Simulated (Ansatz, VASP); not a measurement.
**Two plane-wave programs on KNbO3**

INCAR

```
SYSTEM = KNbO3
  ALGO = Normal
  EDIFF = 1E-6
  ENCUT = 600
  GGA = PS
  GGA_COMPAT = .FALSE.
  ISIF = 2
  ISMEAR = 0
  LASPH = .TRUE.
  LCHARG = .TRUE.
  LELF = .TRUE.
  LREAL = .FALSE.
  LVHAR = .TRUE.
  LWAVE = .FALSE.
  NBANDS = 28
  NELM = 120
  PREC = Accurate
  SIGMA = 0.01
```

The input KPOINTS:

```
k-points
0
G
  6 6 6
  0 0 0
```

POSCAR

```
KNbO3
1.0
    4.1082066507      0.0000000000      0.0000000000
    0.0000000000      4.1082066507      0.0000000000
    0.0000000000      0.0000000000      4.1082066507
K Nb O
1 1 3
Direct
    0.0000000000      0.0000000000      0.0000000000
    0.5000000000      0.5000000000      0.5000000000
    0.0000000000      0.5000000000      0.5000000000
    0.5000000000      0.0000000000      0.5000000000
    0.5000000000      0.5000000000      0.0000000000
```

Input for Ansatz:

```yaml
crystal:
  lattice:
    - [4.108206650685612, 0.0, 0.0]
    - [0.0, 4.108206650685612, 0.0]
    - [0.0, 0.0, 4.108206650685612]
  atoms:
    - { symbol: K, position: [0.0, 0.0, 0.0] }
    - { symbol: Nb, position: [0.5, 0.5, 0.5] }
    - { symbol: O, position: [0.0, 0.5, 0.5] }
    - { symbol: O, position: [0.5, 0.0, 0.5] }
    - { symbol: O, position: [0.5, 0.5, 0.0] }
basis:
  ecutwfc: 450.0
kpoints:
  mp_grid:
    grid: [6, 6, 6]
hamiltonian:
  xc: pbesol
scf:
  occupations:
    method: fixed
output:
  stress: true
```

Alike in both runs: task single point; functional PBEsol; k mesh 6 × 6 × 6; no spin polarisation.

|  | VASP | Ansatz |
| --- | --- | --- |
| version | VASP 6.6.1 | Ansatz 0.2.0 |
| potentials or method | VASP PAW PBE potentials, release 64 (K_sv, Nb_sv, O), cutoff 600 eV | plane waves, PAW |
| occupations | gaussian, width 0.01 eV | fixed |
| valence electrons in the cell | 40 | 40 |

```csv
,VASP,Ansatz,Ansatz less VASP
pressure (GPa),-14.2,-14.0,+0.18
```

VASP's potentials were made for PBE, not for PBEsol.
